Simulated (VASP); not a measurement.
# Ca (Fm-3m) in VASP: further runs, part 2 of 2

VASP 6.6.1.

## Step 3: Relaxation of cell and atoms, LDA

Input file INCAR:

```
PREC = Accurate
ENCUT = 500
EDIFF = 1E-7
ISMEAR = -1
SIGMA = 0.1
LREAL = F
LASPH = T
NELM = 120
ALGO = Normal
ISIF = 3
LWAVE = F
LCHARG = F
GGA = CA
IBRION = 2
NSW = 50
EDIFFG = -0.02
GGA_COMPAT = F
NELMIN = 4
```

Input file KPOINTS:

```
regular mesh
0
Gamma
  7 7 7
```

Input file POSCAR:

```
Ca
1.0
    0.0000000000      2.6723473820      2.6723473820
    2.6723473820      0.0000000000      2.6723473820
    2.6723473820      2.6723473820      0.0000000000
Ca
1
Direct
    0.0000000000      0.0000000000      0.0000000000
```

Potentials or basis: VASP PAW LDA potentials, release 64 (Ca_sv).

Started as:

```bash
$ cat potpaw_LDA.64/Ca_sv/POTCAR > POTCAR
$ mpirun -np 1 vasp_std > vasp.out
```

OUTCAR:

```text
PREC = Accurate
   ENCUT = 500
   EDIFF = 1E-7
   ISMEAR = -1
   LREAL = F
   LASPH = T
   NELM = 120
   ISIF = 3
   GGA = CA
   IBRION = 2
   NSW = 50
   EDIFFG = -0.02
   NELMIN = 4

 ion  position               nearest neighbor table
   1  0.000  0.000  0.000-

  LATTYP: Found a face centered cubic cell.
 ALAT       =     5.3446947640

  Lattice vectors:

 A1 = (   0.0000000000,   2.6723473820,   2.6723473820)
 A2 = (   2.6723473820,   0.0000000000,   2.6723473820)
 A3 = (   2.6723473820,   2.6723473820,   0.0000000000)

Analysis of symmetry for initial positions (statically):
=====================================================================
 Subroutine PRICEL returns:
 Original cell was already a primitive cell.

 Routine SETGRP: Setting up the symmetry group for a
 face centered cubic supercell.

 Subroutine GETGRP returns: Found 48 space group operations
 (whereof 48 operations were pure point group operations)
 out of a pool of 48 trial point group operations.

The static configuration has the point symmetry O_h .

Analysis of symmetry for dynamics (positions and initial velocities):
=====================================================================
 Subroutine PRICEL returns:
 Original cell was already a primitive cell.

 Routine SETGRP: Setting up the symmetry group for a
 face centered cubic supercell.

 Subroutine GETGRP returns: Found 48 space group operations
 (whereof 48 operations were pure point group operations)
 out of a pool of 48 trial point group operations.

The dynamic configuration has the point symmetry O_h .

 Subroutine INISYM returns: Found 48 space group operations
 (whereof 48 operations are pure point group operations),
 and found     1 'primitive' translations

----------------------------------------------------------------------------------------

                                     Primitive cell

  volume of cell :      38.1688

  direct lattice vectors                    reciprocal lattice vectors
     0.000000000  2.672347382  2.672347382    -0.187101424  0.187101424  0.187101424
     2.672347382  0.000000000  2.672347382     0.187101424 -0.187101424  0.187101424
     2.672347382  2.672347382  0.000000000     0.187101424  0.187101424 -0.187101424

  length of vectors
     3.779269911  3.779269911  3.779269911     0.324069172  0.324069172  0.324069172

  position of ions in fractional coordinates (direct lattice)
     0.000000000  0.000000000  0.000000000

  ion indices of the primitive-cell ions
   primitive index   ion index
                 1           1

----------------------------------------------------------------------------------------

 KPOINTS: regular mesh

Automatic generation of k-mesh.
 Grid dimensions read from file:
 generate k-points for:    7    7    7

 Generating k-lattice:

  Cartesian coordinates                     Fractional coordinates (reciprocal lattice)
    -0.026728775  0.026728775  0.026728775     0.142857143  0.000000000  0.000000000
     0.026728775 -0.026728775  0.026728775     0.000000000  0.142857143  0.000000000
     0.026728775  0.026728775 -0.026728775     0.000000000  0.000000000  0.142857143

  Length of vectors
     0.046295596  0.046295596  0.046295596

  Shift w.r.t. Gamma in fractional coordinates (k-lattice)
     0.000000000  0.000000000  0.000000000

 Subroutine IBZKPT returns following result:
 ===========================================

 Found     20 irreducible k-points:

 Following reciprocal coordinates:
            Coordinates               Weight
  0.000000  0.000000  0.000000      1.000000
  0.142857  0.000000  0.000000      8.000000
  0.285714  0.000000  0.000000      8.000000
  0.428571  0.000000  0.000000      8.000000
  0.142857  0.142857  0.000000      6.000000
  0.285714  0.142857  0.000000     24.000000
[... 12 lines left out ...]
 -0.428571  0.428571  0.142857     24.000000
 -0.285714  0.428571  0.142857     24.000000
   k-points           NKPTS =     20   k-points in BZ     NKDIM =     20   number of bands    NBANDS=      9
   number of dos      NEDOS =    301   number of ions     NIONS =      1
   total plane-waves  NPLWV =  21952
   dimension x,y,z NGX =    28 NGY =   28 NGZ =   28
   dimension x,y,z NGXF=    56 NGYF=   56 NGZF=   56
   ions per type =               1
   NGX,Y,Z   is equivalent  to a cutoff of  12.32, 12.32, 12.32 a.u.
   NGXF,Y,Z  is equivalent  to a cutoff of  24.63, 24.63, 24.63 a.u.
 SYSTEM =  unknown system
   PREC   = accura    normal or accurate (medium, high low for compatibility)
   ISTART =      0    job   : 0-new  1-cont  2-samecut
   ICHARG =      2    charge: 1-file 2-atom 10-const
   ISPIN  =      1    spin polarized calculation?
   LNONCOLLINEAR =      F non collinear calculations
   LSORBIT =      F    spin-orbit coupling
   LASPH  =      T    aspherical Exc in radial PAW
   ENCUT  =  500.0 eV  36.75 Ry    6.06 a.u.   6.89  6.89  6.89*2*pi/ulx,y,z
   NELM   =    120;   NELMIN=  4; NELMDL= -5     # of ELM steps
   EDIFF  = 0.1E-06   stopping-criterion for ELM
   LREAL  =      F    real-space projection
   EDIFFG = -.2E-01   stopping-criterion for IOM
   NSW    =     50    number of steps for IOM
   IBRION =      2    ionic relax: 0-MD 1-quasi-New 2-CG
   NFREE  =      1    steps in history (QN), initial steepest desc. (CG)
   ISIF   =      3    stress and relaxation
   ISYM   =      2    0-nonsym 1-usesym 2-fastsym
   POTIM  = 0.5000    time-step for ionic-motion
   TEBEG  =    0.0;   TEEND  =   0.0 temperature during run
   PSTRESS=    0.0 pullay stress
   NELECT =      10.0000    total number of electrons
   NUPDOWN=      -1.0000    fix difference up-down
   EMIN   =  10.00;   EMAX   =-10.00  energy-range for DOS
   EFERMI =   0.00;   METHOD = LEGACY
   ISMEAR =    -1;   SIGMA  =   0.10  broadening in eV -4-tet -1-fermi 0-gaus
   EFERMI_NEDOS =   21; number of points for ismear=-14 and -15
   IALGO  =     38    algorithm
   IMIX   =      4    mixing-type and parameters
     AMIX     =   0.40;   BMIX     =  1.00
     AMIX_MAG =   1.60;   BMIX_MAG =  1.00
  volume/ion in A,a.u.               =      38.17       257.58
  Fermi-wavevector in a.u.,A,eV,Ry     =   1.047543  1.979570 14.930308  1.097347
  Thomas-Fermi vector in A             =   2.182428
   LORBIT       =      0    0 simple, 1 ext, 2 COOP (PROOUT), +10 PAW based schemes
   GGA     = CA    functional components
   LHFCALC =     F    Hartree Fock is set to
   AEXX    =    0.0000 exact exchange contribution
   IVDW    =     0    specifies the selected vdW correction
   LEPSILON=     F    determine dielectric tensor
   LRPA    =     F    only Hartree local field effects (RPA)
 conjugate gradient relaxation of ions
 non-spin polarized calculation
  energy-cutoff  :      500.00
  volume of cell :       38.17
 maximum number of plane-waves:       984
   NGX = 13   NGY = 13   NGZ = 13

 number of electron      10.0000003 magnetization

 Free energy of the ion-electron system (eV)
  ---------------------------------------------------
  ext. energy  EPLUGINS =         0.00000000
  ---------------------------------------------------
  free energy    TOTEN  =        -2.22976805 eV

  energy without entropy =       -2.18979232  energy(sigma->0) =       -2.20978019

 E-fermi :   2.2071     XC(G=0):  -8.2950

 val. band max:        2.0346299253   @ k =  -0.4286   0.2857   0.0000
 cond. band min:       2.2310761093   @ k =  -0.4286   0.1429   0.0000
 fundamental gap:      0.1964461839
 Fermi energy:         2.2070556323

 k-point     1 :       0.0000    0.0000    0.0000
  band No.  band energies     occupation
      1     -39.1426      2.00000
      2     -20.3337      2.00000
      3     -20.3337      2.00000
      4     -20.3337      2.00000
      5      -2.0030      2.00000
      6       4.5358      0.00000
      7       4.5358      0.00000
      8       4.5358      0.00000
      9       5.7373      0.00000

 k-point     2 :       0.1429    0.0000    0.0000
  band No.  band energies     occupation
      1     -39.1383      2.00000
      2     -20.3737      2.00000
      3     -20.3391      2.00000
      4     -20.3391      2.00000
      5      -1.6257      2.00000
      6       4.1645      0.00000
      7       4.6605      0.00000
      8       4.6605      0.00000
      9       5.6439      0.00000
[... 205 lines left out ...]
 k-point    20 :      -0.2857    0.4286    0.1429
  band No.  band energies     occupation
      1     -39.1122      2.00000
      2     -20.4775      2.00000
      3     -20.4649      2.00000
      4     -20.4006      2.00000
      5       2.2479      0.79859
      6       2.7078      0.01329
      7       2.9967      0.00074
      8       5.1015      0.00000
      9       6.5000      0.00000

------------------------ aborting loop because EDIFF is reached ----------------------------------------

  FORCE on cell =-STRESS in cart. coord.  units (eV):
  Direction    XX          YY          ZZ          XY          YZ          ZX
  --------------------------------------------------------------------------------------
  -------------------------------------------------------------------------------------
  Total       -0.0022672     -0.0022672     -0.0022672      0.0000000      0.0000000     -0.0000000
  in kB       -0.0951682     -0.0951682     -0.0951682      0.0000000      0.0000000     -0.0000000
  external PRESSURE =      -0.0951682 kB  Pullay stress =       0.0000000 kB

 VOLUME and BASIS-vectors are now :
 -----------------------------------------------------------------------------
  energy-cutoff  :      500.00
  volume of cell :       38.17
      direct lattice vectors                 reciprocal lattice vectors
     0.000000000  2.672347382  2.672347382    -0.187101424  0.187101424  0.187101424
     2.672347382  0.000000000  2.672347382     0.187101424 -0.187101424  0.187101424
     2.672347382  2.672347382  0.000000000     0.187101424  0.187101424 -0.187101424

 POSITION                                       TOTAL-FORCE (eV/Angst)
 -----------------------------------------------------------------------------------
      0.00000      0.00000      0.00000         0.000000      0.000000      0.000000
 -----------------------------------------------------------------------------------
    total drift:                               -0.000000     -0.000000     -0.000000

  FREE ENERGIE OF THE ION-ELECTRON SYSTEM (eV)
  ---------------------------------------------------
  free  energy   TOTEN  =        -2.2297680541 eV

  energy  without entropy=       -2.1897923185  energy(sigma->0) =       -2.20978019

 reached required accuracy - stopping structural energy minimisation
```

OSZICAR:

```text
N       E                     dE             d eps       ncg     rms          rms(c)
DAV:   1     0.595059502507E+02    0.59506E+02   -0.50249E+03   360   0.994E+02
DAV:   2    -0.949347194431E+00   -0.60455E+02   -0.60231E+02   365   0.227E+02
DAV:   3    -0.221730903289E+01   -0.12680E+01   -0.12588E+01   561   0.324E+01
DAV:   4    -0.225102312428E+01   -0.33714E-01   -0.33695E-01   544   0.440E+00
DAV:   5    -0.225178537902E+01   -0.76225E-03   -0.76150E-03   543   0.390E-01    0.222E+00
DAV:   6    -0.223563340129E+01    0.16152E-01   -0.16818E-02   432   0.156E+00    0.135E+00
DAV:   7    -0.223026483844E+01    0.53686E-02   -0.20730E-02   442   0.191E+00    0.104E-01
DAV:   8    -0.222976801742E+01    0.49682E-03   -0.24854E-03   408   0.522E-01    0.180E-02
DAV:   9    -0.222976783646E+01    0.18096E-06   -0.88862E-05   547   0.921E-02    0.349E-03
DAV:  10    -0.222976816867E+01   -0.33221E-06   -0.44759E-06   492   0.209E-02    0.732E-04
DAV:  11    -0.222976805941E+01    0.10926E-06   -0.14859E-07   440   0.464E-03    0.220E-04
DAV:  12    -0.222976805413E+01    0.52797E-08   -0.10993E-08   228   0.771E-04
   1 F= -.22297681E+01 E0= -.22097802E+01  d E =-.222977E+01
```

Run time: 6.9 s. Hardware: 1 thread of Intel Xeon 8259CL, shared host; peak memory 0.14 GiB.

What came out:

| Quantity | Value |
| --- | --- |
| Free energy | -2.2298 eV |
| Pressure after relaxing | 0.0 GPa |
| Band gap on the k mesh | zero (bands 5 and 6 overlap by 0.02 eV) |

Final structure:
```
CELL_PARAMETERS angstrom
0.00000 2.67235 2.67235
2.67235 0.00000 2.67235
2.67235 2.67235 0.00000
ATOMIC_POSITIONS crystal
Ca 0.00000 0.00000 0.00000
```

The gap in the log of VASP goes by the Fermi energy; the results here count the filled bands.